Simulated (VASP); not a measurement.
Tl, 1 atom in the cell. It takes space group Pm-3m (No. 221, cubic). The conventional cell has a = 3.148 Å, b = 3.148 Å, c = 3.148 Å, α = 90.00°, β = 90.00°, γ = 90.00°. Within 4.1 Å of Tl (site symmetry m-3m) lie 6 Tl at 3.15 Å. 

```yaml
Program: VASP 6.6.1
Task: single point
Functional: PBEsol
Potentials_or_basis: VASP PAW PBE potentials, release 64 (Tl_d)
Cutoff: 520 eV
k_mesh: 10 × 10 × 10
Occupations: fermi-dirac, width 0.136057 eV
Spin: no spin polarisation
Dipole_correction: no
Further_INCAR_settings: ALGO = Normal; EDIFF = 1e-06; NBANDS = 12
```

Potentials or basis: VASP PAW PBE potentials, release 64 (Tl_d).

Launch:

```console
$ cat potpaw_PBE.64/Tl_d/POTCAR > POTCAR
$ mpirun -np 1 vasp_std > vasp.out
```

Hardware: 1 thread of AMD EPYC 7R13 Processor (Zen 3) (shared host).

How long does it take, and how much memory?

Run time: 8.2 s on 1 thread of AMD EPYC 7R13 Processor (Zen 3) (shared host), peak memory 0.12 GiB. Counts: scf iterations 9, k points 56.
